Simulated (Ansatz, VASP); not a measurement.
**One calculation of GaSb, two programs**

```
Ga Sb
1.0
     0.00000    3.05900    3.05900
     3.05900    0.00000    3.05900
     3.05900    3.05900    0.00000
Ga Sb
1 1
Cartesian
  0.0000 0.0000 0.0000
  4.5885 4.5885 4.5885
```

Alike in both runs: task single point; functional PBE; k mesh 6 × 6 × 6; occupations gaussian, width 0.05 eV; no spin polarisation.

|  | VASP | Ansatz |
| --- | --- | --- |
| version | VASP 6.6.1 | Ansatz 0.2.0 |
| potentials or method | VASP PAW PBE potentials, release 64 (Ga_d, Sb), cutoff 520 eV | scalar-relativistic, plane waves, PAW |
| valence electrons in the cell | 18 | 28 |

Ansatz gave:

```
gap on the k mesh at the Fermi level (eV) : 0.03
least direct gap on the mesh (eV)         : 1.41
pressure (GPa)                            : 2.4
```

**Question.** Which values does VASP return?

**Answer.** gap on the k mesh at the Fermi level (eV): 0.03; least direct gap on the mesh (eV): 0.03; pressure (GPa): 2.4.

One of these differences is far larger than is usual between the two programs; its cause wasn't traced. VASP's potentials hold 18 valence electrons a cell and Ansatz's 28, so a difference there can come from the potentials and not from the codes.

Spin-orbit coupling is off throughout.
